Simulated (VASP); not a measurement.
# BaTiO3 (Amm2) in VASP: a series of runs

Runs on BaTiO3. Level: r2SCAN. Tasks: single point, relaxation of shape and atoms at fixed volume.

All numbers are computed with VASP 6.6.1; they aren't measurements. Logs are shortened: lines on timing, memory, paths and dates and some standing lists are left out, and cuts for length are marked.

### 1 The cell of the first run

The structure is orthorhombic, space group Amm2 (No. 38). The conventional cell has a = 3.964 Å, b = 5.717 Å, c = 5.747 Å, α = 90.00°, β = 90.00°, γ = 90.00°. Within 3.7 Å of Ba (site symmetry mm2) lie 12 O at 2.77 to 2.98 Å and 8 Ti at 3.42 to 3.56 Å. Ti (site symmetry mm2) has 6 O at 1.85 to 2.21 Å within 2.5 Å. Within 2.6 Å of O (site symmetry mm2) lie 2 Ti at 1.99 Å. O (site symmetry m) has 2 Ti at 1.85 to 2.21 Å within 2.5 Å.

### 2 Single point, r2SCAN

Contents of POSCAR:

```
BaTiO3
1.0
    3.9637933324      0.0000000000      0.0000000000
    0.0000000000      2.8582761693      2.8735178438
    0.0000000000     -2.8582761693      2.8735178438
Ba Ti O
1 1 3
Direct
    0.0000000000      0.0084108398      0.0084108398
    0.5000000000      0.5239463003      0.5239463003
    0.0000000000      0.4903261303      0.4903261303
    0.5000000000      0.4940592995      0.9801374301
    0.5000000000      0.9801374301      0.4940592995
```

Contents of INCAR.step1:

```
SYSTEM = BaTiO3
  ALGO = Normal
  EDIFF = 1E-4
  ENCUT = 520
  GGA = PE
  ISMEAR = 0
  LASPH = .TRUE.
  LCHARG = .FALSE.
  LREAL = .FALSE.
  LWAVE = .TRUE.
  NBANDS = 28
  NELM = 100
  PREC = Accurate
  SIGMA = 0.02
```

Contents of INCAR.step2:

```
SYSTEM = BaTiO3
  ALGO = Normal
  EDIFF = 1E-7
  ENCUT = 520
  ISIF = 2
  ISMEAR = 0
  ISTART = 1
  LASPH = .TRUE.
  LCHARG = .TRUE.
  LELF = .TRUE.
  LMIXTAU = .TRUE.
  LREAL = .FALSE.
  LVHAR = .TRUE.
  LWAVE = .FALSE.
  METAGGA = R2SCAN
  NBANDS = 28
  NELM = 100
  PREC = Accurate
  SIGMA = 0.02
```

Contents of KPOINTS:

```
k-points
0
G
  8 8 8
  0 0 0
```

Potentials or basis: VASP PAW PBE potentials, release 64 (Ba_sv, Ti_sv, O).

Command:

```
$ cat potpaw_PBE.64/Ba_sv/POTCAR potpaw_PBE.64/Ti_sv/POTCAR potpaw_PBE.64/O/POTCAR > POTCAR
$ cp INCAR.step1 INCAR
$ mpirun -np 1 vasp_std > vasp.out
$ cp INCAR.step2 INCAR
$ mpirun -np 1 vasp_std > vasp.out
```

OUTCAR:

```text
SYSTEM = BaTiO3
   EDIFF = 1E-7
   ENCUT = 520
   ISIF = 2
   ISMEAR = 0
   ISTART = 1
   LASPH = .TRUE.
   LREAL = .FALSE.
   METAGGA = R2SCAN
   NELM = 100
   PREC = Accurate

 ion  position               nearest neighbor table
   1  0.000  0.008  0.008-   3 2.77   4 2.80   5 2.80   4 2.80   5 2.80   3 2.86   3 2.86   5 2.88
                             4 2.88   5 2.88   4 2.88   3 2.98   2 3.42   2 3.42   2 3.48   2 3.48
   2  0.500  0.524  0.524-   4 1.85   5 1.85   3 1.99   3 1.99   5 2.21   4 2.21   1 3.42   1 3.42
                             1 3.48   1 3.48   1 3.48   1 3.48   1 3.56   1 3.56
   3  0.000  0.490  0.490-   2 1.99   2 1.99   1 2.77   1 2.86   1 2.86   1 2.98
   4  0.500  0.494  0.980-   2 1.85   2 2.21   1 2.80   1 2.80   1 2.88   1 2.88
   5  0.500  0.980  0.494-   2 1.85   2 2.21   1 2.80   1 2.80   1 2.88   1 2.88

  LATTYP: Found a base centered orthorhombic cell.
 ALAT       =     5.7165523386
 B/A-ratio  =     1.0053324709
 C/A-ratio  =     0.6933887941

  Lattice vectors:

 A1 = (   0.0000000000,   2.8582761693,  -2.8735178438)
 A2 = (   0.0000000000,   2.8582761693,   2.8735178438)
 A3 = (   3.9637933324,   0.0000000000,   0.0000000000)

Analysis of symmetry for initial positions (statically):
=====================================================================
 Subroutine PRICEL returns:
 Original cell was already a primitive cell.

 Routine SETGRP: Setting up the symmetry group for a
 base centered orthorhombic supercell.

 Subroutine GETGRP returns: Found  4 space group operations
 (whereof  4 operations were pure point group operations)
 out of a pool of  8 trial point group operations.

The static configuration has the point symmetry C_2v.

Analysis of symmetry for dynamics (positions and initial velocities):
=====================================================================
 Subroutine PRICEL returns:
 Original cell was already a primitive cell.

 Routine SETGRP: Setting up the symmetry group for a
 base centered orthorhombic supercell.

 Subroutine GETGRP returns: Found  4 space group operations
 (whereof  4 operations were pure point group operations)
 out of a pool of  8 trial point group operations.

The dynamic configuration has the point symmetry C_2v.

 Subroutine INISYM returns: Found  4 space group operations
 (whereof  4 operations are pure point group operations),
 and found     1 'primitive' translations

----------------------------------------------------------------------------------------

                                     Primitive cell

  volume of cell :      65.1117

  direct lattice vectors                    reciprocal lattice vectors
     3.963793332  0.000000000  0.000000000     0.252283587  0.000000000  0.000000000
     0.000000000  2.858276169  2.873517844     0.000000000  0.174930612  0.174002748
     0.000000000 -2.858276169  2.873517844     0.000000000 -0.174930612  0.174002748

  length of vectors
     3.963793332  4.053004744  4.053004744     0.252283587  0.246734017  0.246734017

  position of ions in fractional coordinates (direct lattice)
     0.000000000  0.008410840  0.008410840
     0.500000000  0.523946300  0.523946300
     0.000000000  0.490326130  0.490326130
     0.500000000  0.494059300  0.980137430
     0.500000000  0.980137430  0.494059300

  ion indices of the primitive-cell ions
   primitive index   ion index
                 1           1
                 2           2
                 3           3
                 4           4
                 5           5

----------------------------------------------------------------------------------------

 KPOINTS: k-points

Automatic generation of k-mesh.
 Grid dimensions read from file:
 generate k-points for:    8    8    8

 Generating k-lattice:

  Cartesian coordinates                     Fractional coordinates (reciprocal lattice)
     0.031535448  0.000000000  0.000000000     0.125000000  0.000000000  0.000000000
     0.000000000  0.021866327  0.021750343     0.000000000  0.125000000  0.000000000
     0.000000000 -0.021866327  0.021750343     0.000000000  0.000000000  0.125000000

  Length of vectors
     0.031535448  0.030841752  0.030841752

  Shift w.r.t. Gamma in fractional coordinates (k-lattice)
     0.000000000  0.000000000  0.000000000

 Subroutine IBZKPT returns following result:
 ===========================================

 Found    105 irreducible k-points:

 Following reciprocal coordinates:
            Coordinates               Weight
  0.000000  0.000000  0.000000      1.000000
  0.125000  0.000000  0.000000      2.000000
  0.250000  0.000000  0.000000      2.000000
  0.375000  0.000000  0.000000      2.000000
  0.500000  0.000000  0.000000      1.000000
  0.000000  0.125000  0.000000      4.000000
[... 16 lines left out ...]
  0.250000  0.500000  0.000000      4.000000
  0.375000  0.500000  0.000000      4.000000
 [... further k-points ...]
   k-points           NKPTS =    105   k-points in BZ     NKDIM =    105   number of bands    NBANDS=     28
   number of dos      NEDOS =    301   number of ions     NIONS =      5
   total plane-waves  NPLWV =  27000
   dimension x,y,z NGX =    30 NGY =   30 NGZ =   30
   dimension x,y,z NGXF=    60 NGYF=   60 NGZF=   60
   ions per type =               1   1   3
   NGX,Y,Z   is equivalent  to a cutoff of  12.58, 12.31, 12.31 a.u.
   NGXF,Y,Z  is equivalent  to a cutoff of  25.16, 24.61, 24.61 a.u.
 SYSTEM =  BaTiO3
   PREC   = accura    normal or accurate (medium, high low for compatibility)
   ISTART =      1    job   : 0-new  1-cont  2-samecut
   ICHARG =      0    charge: 1-file 2-atom 10-const
   ISPIN  =      1    spin polarized calculation?
   LNONCOLLINEAR =      F non collinear calculations
   LSORBIT =      F    spin-orbit coupling
   LASPH  =      T    aspherical Exc in radial PAW
   ENCUT  =  520.0 eV  38.22 Ry    6.18 a.u.   7.37  7.54  7.54*2*pi/ulx,y,z
   NELM   =    100;   NELMIN=  2; NELMDL=  0     # of ELM steps
   EDIFF  = 0.1E-06   stopping-criterion for ELM
   LREAL  =      F    real-space projection
   EDIFFG = 0.1E-05   stopping-criterion for IOM
   NSW    =      0    number of steps for IOM
   IBRION =     -1    ionic relax: 0-MD 1-quasi-New 2-CG
   NFREE  =      0    steps in history (QN), initial steepest desc. (CG)
   ISIF   =      2    stress and relaxation
   ISYM   =      2    0-nonsym 1-usesym 2-fastsym
   POTIM  = 0.5000    time-step for ionic-motion
   TEBEG  =    0.0;   TEEND  =   0.0 temperature during run
   PSTRESS=    0.0 pullay stress
   NELECT =      40.0000    total number of electrons
   NUPDOWN=      -1.0000    fix difference up-down
   EMIN   =  10.00;   EMAX   =-10.00  energy-range for DOS
   EFERMI =   0.00;   METHOD = LEGACY
   ISMEAR =     0;   SIGMA  =   0.02  broadening in eV -4-tet -1-fermi 0-gaus
   EFERMI_NEDOS =   21; number of points for ismear=-14 and -15
   IALGO  =     38    algorithm
   IMIX   =      4    mixing-type and parameters
     AMIX     =   0.40;   BMIX     =  1.00
     AMIX_MAG =   1.60;   BMIX_MAG =  1.00
  volume/ion in A,a.u.               =      13.02        87.88
  Fermi-wavevector in a.u.,A,eV,Ry     =   1.391688  2.629908 26.351692  1.936795
  Thomas-Fermi vector in A             =   2.515503
   LORBIT       =      0    0 simple, 1 ext, 2 COOP (PROOUT), +10 PAW based schemes
   METAGGA = R2SCAN    functional components
   LHFCALC =     F    Hartree Fock is set to
   AEXX    =    0.0000 exact exchange contribution
   IVDW    =     0    specifies the selected vdW correction
   LEPSILON=     F    determine dielectric tensor
   LRPA    =     F    only Hartree local field effects (RPA)
 non-spin polarized calculation
 Gauss-broadening in eV      SIGMA  =   0.02
  energy-cutoff  :      520.00
  volume of cell :       65.11
 maximum number of plane-waves:      1779
 NGX is ok and might be reduce to    30
   NGX = 15   NGY = 15   NGZ = 15

 number of electron      39.9999992 magnetization

 Free energy of the ion-electron system (eV)
  ---------------------------------------------------
  ext. energy  EPLUGINS =         0.00000000
  ---------------------------------------------------
  free energy    TOTEN  =       -74.26653440 eV

  energy without entropy =      -74.26653440  energy(sigma->0) =      -74.26653440

 E-fermi :   3.5121     XC(G=0): -11.8103

 val. band max:        3.4087241217   @ k =   0.5000   0.5000   0.5000
 cond. band min:       6.0505277117   @ k =   0.0000   0.0000   0.0000
 fundamental gap:      2.6418035900
 Fermi energy:         3.5120830484

 k-point     1 :       0.0000    0.0000    0.0000
  band No.  band energies     occupation
      1     -55.1801      2.00000
      2     -30.4044      2.00000
      3     -30.4018      2.00000
      4     -30.3327      2.00000
      5     -22.1493      2.00000
      6     -14.4111      2.00000
[... 20 lines left out ...]
     27       9.1006      0.00000
     28      11.4601      0.00000

 k-point     2 :       0.1250    0.0000    0.0000
  band No.  band energies     occupation
      1     -55.1799      2.00000
      2     -30.4041      2.00000
      3     -30.4015      2.00000
      4     -30.3423      2.00000
      5     -22.1305      2.00000
      6     -14.4169      2.00000
[... 20 lines left out ...]
     27       9.3968      0.00000
     28      11.8411      0.00000

 k-point     3 :       0.2500    0.0000    0.0000
  band No.  band energies     occupation
      1     -55.1794      2.00000
      2     -30.4033      2.00000
      3     -30.4006      2.00000
      4     -30.3652      2.00000
      5     -22.0846      2.00000
      6     -14.4766      2.00000
[... 20 lines left out ...]
     27      10.1099      0.00000
     28      12.3308      0.00000

 k-point     4 :       0.3750    0.0000    0.0000
  band No.  band energies     occupation
      1     -55.1790      2.00000
      2     -30.4025      2.00000
      3     -30.3998      2.00000
      4     -30.3881      2.00000
      5     -22.0376      2.00000
      6     -14.5768      2.00000
[... 20 lines left out ...]
     27      11.0978      0.00000
     28      12.2404      0.00000

 k-point     5 :       0.5000    0.0000    0.0000
  band No.  band energies     occupation
      1     -55.1788      2.00000
      2     -30.4022      2.00000
      3     -30.3994      2.00000
      4     -30.3976      2.00000
      5     -22.0179      2.00000
      6     -14.6243      2.00000
[... 20 lines left out ...]
     27      11.6207      0.00000
     28      12.2023      0.00000

 k-point     6 :       0.0000    0.1250    0.0000
  band No.  band energies     occupation
      1     -55.1800      2.00000
      2     -30.4108      2.00000
      3     -30.4026      2.00000
      4     -30.3325      2.00000
      5     -22.1332      2.00000
      6     -14.4169      2.00000
[... 463 lines left out ...]
      5     -22.0367      2.00000
      6     -14.6093      2.00000
[... 20 lines left out ...]
     27      11.5119      0.00000
     28      12.2505      0.00000

 k-point    22 :       0.1250    0.5000    0.0000
  band No.  band energies     occupation
      1     -55.1790      2.00000
      2     -30.4531      2.00000
      3     -30.4010      2.00000
      4     -30.3404      2.00000
      5     -22.0242      2.00000
      6     -14.5397      2.00000
[... 20 lines left out ...]
     27      11.7795      0.00000
     28      12.4748      0.00000

 k-point    23 :       0.2500    0.5000    0.0000
  band No.  band energies     occupation
      1     -55.1785      2.00000
      2     -30.4517      2.00000
      3     -30.4002      2.00000
      4     -30.3629      2.00000
      5     -21.9937      2.00000
      6     -14.3662      2.00000
[... 20 lines left out ...]
     27      12.4543      0.00000
     28      12.7173      0.00000

 k-point    24 :       0.3750    0.5000    0.0000
  band No.  band energies     occupation
      1     -55.1780      2.00000
      2     -30.4504      2.00000
      3     -30.3994      2.00000
      4     -30.3853      2.00000
      5     -21.9626      2.00000
      6     -14.1843      2.00000
[... 20 lines left out ...]
     27      12.0029      0.00000
     28      13.5133      0.00000

 [... further k-points ...]
[... 5 lines left out ...]
  --------------------------------------------------------------------------------------
  -------------------------------------------------------------------------------------
  Total        0.7441545      0.8079345      0.7896488      0.0000000      0.0000000      0.0000000
  in kB       18.3111074     19.8805152     19.4305664      0.0000000      0.0000000      0.0000000
  external PRESSURE =      19.2073963 kB  Pullay stress =       0.0000000 kB

 VOLUME and BASIS-vectors are now :
 -----------------------------------------------------------------------------
  energy-cutoff  :      520.00
  volume of cell :       65.11
      direct lattice vectors                 reciprocal lattice vectors
     3.963793332  0.000000000  0.000000000     0.252283587  0.000000000  0.000000000
     0.000000000  2.858276169  2.873517844     0.000000000  0.174930612  0.174002748
     0.000000000 -2.858276169  2.873517844     0.000000000 -0.174930612  0.174002748

 POSITION                                       TOTAL-FORCE (eV/Angst)
 -----------------------------------------------------------------------------------
      0.00000      0.00000      0.04834         0.000000      0.000000     -0.032549
      1.98190      0.00000      3.01114         0.000000      0.000000     -0.174823
      0.00000      0.00000      2.81792         0.000000      0.000000      0.019303
      1.98190     -1.38935      4.23613         0.000000     -0.080183      0.094035
      1.98190      1.38935      4.23613         0.000000      0.080183      0.094035
 -----------------------------------------------------------------------------------
    total drift:                                0.000000      0.000001      0.002581

  FREE ENERGIE OF THE ION-ELECTRON SYSTEM (eV)
  ---------------------------------------------------
  free  energy   TOTEN  =       -74.2665344007 eV

  energy  without entropy=      -74.2665344007  energy(sigma->0) =      -74.26653440
```

Wall time 13 min (1 thread of Intel Xeon 8259CL, shared host); peak memory 0.31 GiB.

What came out:

```yaml
Free_energy: -74.2665 eV
Pressure: 1.9 GPa
Largest_force: 0.175 eV/Å
Band_gap_on_the_k_mesh: 2.64 eV (least direct gap 3.12 eV)
```

Forces in eV/Å, atoms in the order of the input:
```
Ba   0.000  0.000 -0.033
Ti   0.000  0.000 -0.175
O    0.000  0.000  0.019
O    0.000 -0.080  0.094
O    0.000  0.080  0.094
```

Levels at points of the mesh, in eV from the valence-band top:
| k point | band 18 | band 19 | band 20 | band 21 | band 22 | band 23 |
| --- | --- | --- | --- | --- | --- | --- |
| (0.00, 0.00, 0.00) | -0.57 | -0.55 | -0.47 | 2.64 | 2.86 | 2.93 |
| (0.50, 0.00, 0.00) | -1.53 | -1.25 | -1.14 | 3.03 | 4.05 | 4.26 |
| (0.00, 0.50, 0.00) | -1.69 | -1.00 | -0.83 | 2.86 | 4.11 | 4.13 |
| (0.50, 0.50, 0.00) | -0.98 | -0.94 | -0.08 | 4.16 | 4.18 | 4.53 |
| (0.00, 0.50, 0.50) | -0.96 | -0.88 | -0.29 | 4.11 | 4.16 | 4.44 |
| (0.50, 0.50, 0.50) | -0.21 | -0.03 | 0.00 | 4.64 | 4.68 | 4.82 |

Caveat: the PAW data sets were made with another functional, which shifts forces and pressure a little; spin-orbit coupling is left out, which moves the levels of the heavy elements.

### 3 Single point, r2SCAN (14.32 Å³/atom)

This run uses another cell than the first one, of 14.32 Å³/atom.

Contents of POSCAR:

```
BaTiO3
1.0
    3.9394591157      0.0000000000      0.0000000000
    0.0000000000      2.9873603638      3.0429692416
    0.0000000000     -2.9873603638      3.0429692416
Ba Ti O
1 1 3
Direct
    0.0000000000      0.0205700170      0.0205700170
    0.5000000000      0.5382138167      0.5382138167
    0.0000000000      0.4806263150      0.4806263150
    0.5000000000      0.4953520409      0.9621178103
    0.5000000000      0.9621178103      0.4953520409
```

Contents of INCAR.step1:

```
SYSTEM = BaTiO3
ALGO = Normal
EDIFF = 1E-4
ENCUT = 520
GGA = PE
ISMEAR = 0
LASPH = .TRUE.
LCHARG = .FALSE.
LREAL = .FALSE.
LWAVE = .TRUE.
NBANDS = 28
NELM = 80
PREC = Accurate
SIGMA = 0.02
```

Contents of INCAR.step2:

```
SYSTEM = BaTiO3
ALGO = Normal
EDIFF = 1E-6
ENCUT = 520
ISIF = 2
ISMEAR = 0
ISTART = 1
LASPH = .TRUE.
LCHARG = .FALSE.
LMIXTAU = .TRUE.
LREAL = .FALSE.
LWAVE = .FALSE.
METAGGA = R2SCAN
NBANDS = 28
NELM = 80
PREC = Accurate
SIGMA = 0.02
```

KPOINTS is that of step 2.

Potentials or basis: VASP PAW PBE potentials, release 64 (Ba_sv, Ti_sv, O).

Command:

```
$ cat potpaw_PBE.64/Ba_sv/POTCAR potpaw_PBE.64/Ti_sv/POTCAR potpaw_PBE.64/O/POTCAR > POTCAR
$ cp INCAR.step1 INCAR
$ mpirun -np 1 vasp_std > vasp.out
$ cp INCAR.step2 INCAR
$ mpirun -np 1 vasp_std > vasp.out
```

Run time: 14 min. Hardware: 1 thread of Intel Xeon 8259CL, shared host; peak memory 0.34 GiB.

Results (log left out):

| Item | Value |
| --- | --- |
| Free energy | -74.1343 eV |
| Pressure | -5.4 GPa |
| Largest force | 0.221 eV/Å |
| Band gap on the k mesh | 3.17 eV (least direct gap 3.84 eV) |

Forces on the atoms (eV/Å):
```
Ba   0.000  0.000 -0.055
Ti   0.000  0.000 -0.221
O    0.000  0.000  0.022
O    0.000 -0.109  0.127
O    0.000  0.109  0.127
```

Stress tensor (GPa, compression positive):
```
-5.54  0.00  0.00
 0.00 -5.28  0.00
 0.00  0.00 -5.52
```

Levels at points of the mesh, in eV from the valence-band top:
```tsv
k point	band 17	band 18	band 19	band 20	band 21	band 22	band 23	band 24
(0.00, 0.00, 0.00)	-1.21	-1.09	-0.90	-0.73	3.17	3.55	3.74	4.85
(0.50, 0.00, 0.00)	-1.58	-1.57	-1.56	-1.27	3.49	4.04	4.56	4.80
(0.00, 0.50, 0.00)	-1.66	-1.57	-1.28	-0.91	3.45	4.16	4.29	4.97
(0.50, 0.50, 0.00)	-1.76	-1.05	-0.93	-0.07	4.14	4.23	4.63	4.83
(0.00, 0.50, 0.50)	-1.55	-1.15	-0.92	-0.55	4.14	4.28	4.41	5.63
(0.50, 0.50, 0.50)	-2.38	-0.49	-0.09	0.00	4.41	4.48	4.84	6.36
```

Caveat: the cell stands under tension; the PAW data sets were made with another functional, which shifts forces and pressure a little; spin-orbit coupling is left out, which moves the levels of the heavy elements. A k mesh can miss the band edges.

(Part 1 of 2 ends here.)
